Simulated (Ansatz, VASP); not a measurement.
**Two plane-wave programs on TaSi2**

The input INCAR:

```
ALGO     = Normal         # electronic algorithm
EDIFF    = 1E-6           # SCF threshold, eV
ENCUT    = 520            # plane-wave cutoff, eV
GGA      = PS             # functional
ISIF     = 2              # what is computed and relaxed
ISMEAR   = 0              # smearing method
LASPH    = True           # aspherical terms in the spheres
LCHARG   = False          # write CHGCAR
LREAL    = False          # projectors in reciprocal space
LWAVE    = False          # write WAVECAR
NBANDS   = 38             # bands
NELM     = 60             # most SCF steps
PREC     = Accurate       # precision mode
SIGMA    = 0.15           # smearing width, eV
```

The input KPOINTS:

```
k-points
0
Gamma
  9 9 6
```

Contents of POSCAR:

```
TaSi2
1.0
    4.7613605622      0.0000000000      0.0000000000
   -2.3806802811      4.1234592035      0.0000000000
    0.0000000000      0.0000000000      6.5581204410
Ta Si
3 6
Direct
    0.3651645907      0.0000000000      0.0000000000
    0.5000000000      0.5000000000      0.6666666667
    0.0000000000      0.5000000000      0.3333333333
    0.1592624125      0.3185248251      0.0000000000
    0.8407375875      0.1592624125      0.6666666667
    0.6814751749      0.8407375875      0.3333333333
    0.8407375875      0.6814751749      0.0000000000
    0.1592624125      0.8407375875      0.6666666667
    0.3185248251      0.1592624125      0.3333333333
```

Input for Ansatz:

```yaml
crystal:
  lattice:
    - [4.7613605622, 0.0, 0.0]
    - [-2.3806802811, 4.1234592035, 0.0]
    - [0.0, 0.0, 6.558120441]
  atoms:
    - { symbol: Ta, position: [0.3651645907, 0.0, 0.0] }
    - { symbol: Ta, position: [0.5, 0.5, 0.6666666667] }
    - { symbol: Ta, position: [0.0, 0.5, 0.3333333333] }
    - { symbol: Si, position: [0.1592624125, 0.3185248251, 0.0] }
    - { symbol: Si, position: [0.8407375875, 0.1592624125, 0.6666666667] }
    - { symbol: Si, position: [0.6814751749, 0.8407375875, 0.3333333333] }
    - { symbol: Si, position: [0.8407375875, 0.6814751749, 0.0] }
    - { symbol: Si, position: [0.1592624125, 0.8407375875, 0.6666666667] }
    - { symbol: Si, position: [0.3185248251, 0.1592624125, 0.3333333333] }
basis:
  ecutwfc: 420
kpoints:
  mp_grid: { grid: [9, 9, 6] }
hamiltonian:
  xc: pbesol
  pseudopotentials: { kind: paw, azcp: { folder: soft_1 } }
scf:
  occupations: { method: gaussian, width: 0.15 }
output:
  forces: true
  stress: true
  eigenvalues: true
```

Alike in both runs: task single point; functional PBEsol; k mesh 9 × 9 × 6; occupations gaussian, width 0.15 eV; no spin polarisation.

|  | VASP | Ansatz |
| --- | --- | --- |
| version | VASP 6.6.1 | Ansatz 0.2.0 |
| potentials or method | VASP PAW PBE potentials, release 64 (Ta_pv, Si), cutoff 520 eV | scalar-relativistic, plane waves, PAW |
| valence electrons in the cell | 57 | 63 |

Ansatz gave:

```
gap on the k mesh at the Fermi level (eV)                     : none
pressure (GPa)                                                : 14.2
traceless stress, the component that is largest in VASP (GPa) : 7.40
rms of the force components (eV/Å)                            : 3.494
```

Q: Estimate VASP's values.

A: gap on the k mesh at the Fermi level (eV): none; pressure (GPa): 14.5; traceless stress, the component that is largest in VASP (GPa): 7.37; rms of the force components (eV/Å): 3.506.

VASP's potentials were made for PBE, not for PBEsol, and Ansatz warns of the same on its side. Atom by atom the forces differ by 0.012 eV/Å (rms over components). A gap of «none» marks a metal or a gap that the smearing closes. The functional is the same, so the differences come from potentials, cutoffs and numerics. VASP's potentials hold 57 valence electrons a cell and Ansatz's 63, so a difference there can come from the potentials and not from the codes.

Neither program's run includes spin-orbit coupling.
